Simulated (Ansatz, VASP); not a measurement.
# CdSe: VASP beside Ansatz

```
CELL_PARAMETERS angstrom
4.32101 0.00000 0.00000
-2.16050 3.74210 0.00000
0.00000 0.00000 7.06513
ATOMIC_POSITIONS crystal
Cd 0.33333 0.66667 0.00492
Cd 0.66667 0.33333 0.50492
Se 0.33333 0.66667 0.38008
Se 0.66667 0.33333 0.88008
```

Alike in both runs: functional PBE; dispersion D3(BJ); k mesh 12 × 12 × 6; occupations gaussian, width 0.02 eV; no spin polarisation.

Ansatz relaxed the structure, and its values are those at the end. VASP's run is a single point on that final structure, the one shown.

|  | VASP | Ansatz |
| --- | --- | --- |
| version | VASP 6.6.1 | Ansatz 0.2.0 |
| potentials or method | VASP PAW PBE potentials, release 64 (Cd, Se), cutoff 520 eV | scalar-relativistic, plane waves, PAW |
| valence electrons in the cell | 36 | 72 |

|  | VASP | Ansatz | Ansatz less VASP |
| --- | --- | --- | --- |
| gap on the k mesh at the Fermi level (eV) | 0.63 | 0.63 | +0.001 |
| least direct gap on the mesh (eV) | 0.63 | 0.63 | +0.001 |
| pressure (GPa) | 0.3 | 0.0 | -0.29 |

VASP's potentials hold 36 valence electrons a cell and Ansatz's 72, so a difference there can come from the potentials and not from the codes.
